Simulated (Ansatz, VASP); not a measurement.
# SiNi2: VASP beside Ansatz

```xyz
6
Lattice="3.8685 0.0000 0.0000 -1.9342 3.3502 0.0000 0.0000 0.0000 4.9170" Properties=species:S:1:pos:R:3 pbc="T T T"
Si    0.0000    2.2335    3.7212
Si    1.9342    1.1167    1.1958
Ni    0.0000    0.0000    0.0000
Ni    0.0000    0.0000    2.4585
Ni    0.0000    2.2335    1.2667
Ni    1.9342    1.1167    3.6502
```

Change from the starting cell: mode 4 (122.1 1/cm) frozen in, largest displacement +0.037 Å.

Alike in both runs: task single point; functional PBEsol; k mesh 12 × 12 × 10; occupations gaussian, width 0.15 eV; no spin polarisation.

```csv
,VASP,Ansatz
version,VASP 6.6.1,Ansatz 0.2.0
potentials or method,"VASP PAW PBE potentials, release 64 (Si, Ni), cutoff 520 eV","scalar-relativistic, plane waves, PAW"
valence electrons in the cell,48,80
```

Ansatz gave:

* gap on the k mesh at the Fermi level (eV): none
* pressure (GPa): 0.0
* traceless stress, the component that is largest in VASP (GPa): -0.03
* rms of the force components (eV/Å): 0.044

**Question.** Estimate VASP's values.

**Answer.** gap on the k mesh at the Fermi level (eV): none; pressure (GPa): 0.3; traceless stress, the component that is largest in VASP (GPa): -0.19; rms of the force components (eV/Å): 0.042.

VASP's potentials were made for PBE, not for PBEsol. Atom by atom the forces differ by 0.001 eV/Å (rms over components). A gap of «none» marks a metal or a gap that the smearing closes. VASP's potentials hold 48 valence electrons a cell and Ansatz's 80, so a difference there can come from the potentials and not from the codes.
